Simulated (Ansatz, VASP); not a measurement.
**One calculation of Be, two programs**

```
Be
1.0
     2.29012    0.00876   -0.00324
    -1.13747    1.97738    0.00026
    -0.00507   -0.00245    3.57197
Be
2
Direct
  0.66667 0.33333 0.75000
  0.33333 0.66667 0.25000
```

Change from the starting cell: cell strained at random at fixed volume.

Alike in both runs: task relaxation of cell and atoms; functional revPBE; k mesh 13 × 13 × 8; occupations methfessel-paxton of order 1, width 0.1 eV; no spin polarisation.

```csv
,VASP,Ansatz
version,VASP 6.6.1,Ansatz 0.2.0
potentials or method,"VASP PAW PBE potentials, release 64 (Be), cutoff 600 eV","all-electron LAPW, scalar-relativistic"
```

VASP gave:

| Quantity | Value |
| --- | --- |
| relaxed volume (Å³/atom) | 8.10 |
| relaxed cell length with the largest relative difference (Å) | 2.287 |

Question: Which values does Ansatz return?

Answer: Relaxed volume (Å³/atom): 8.09; relaxed cell length with the largest relative difference (Å): 2.285.

VASP's potentials were made for PBE, not for revPBE. Ansatz ran all-electron here, and VASP with PAW potentials.
